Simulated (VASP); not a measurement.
## Mo: single point with LDA

The system is Mo.

```
Mo
1.0
    -1.55587    1.55587    1.55587
     1.55587   -1.55587    1.55587
     1.55587    1.55587   -1.55587
Mo
1
Direct
  0.00000 0.00000 0.00000
```

```
Program             : VASP 6.6.1
Task                : single point
Functional          : LDA
Potentials or basis : VASP PAW LDA potentials, release 64 (Mo_sv)
Cutoff              : 520 eV
k mesh              : 24 × 24 × 24
Occupations         : gaussian, width 0.3 eV
Spin                : no spin polarisation
```

* Pressure: 1.2 GPa
* Band gap on the k mesh: zero (bands 7 and 8 overlap by 5.67 eV)

Levels at points of the mesh, in eV from the Fermi level:
```
           k point  band 5  band 6  band 7  band 8  band 9  band 10
(0.00, 0.00, 0.00)   -7.36   -1.46   -1.46   -1.46    1.68     1.68
(0.50, 0.00, 0.00)   -5.58   -3.61    1.74    1.81    2.39     5.03
(0.50, 0.50, 0.50)   -5.77   -5.77    4.21    4.21    4.21     9.33
```

Wall time 81 s on 1 thread of Intel Xeon 8259CL, on a shared host, peak memory 0.18 GiB.

Caveat: so wide a smearing shifts energies and pressures.
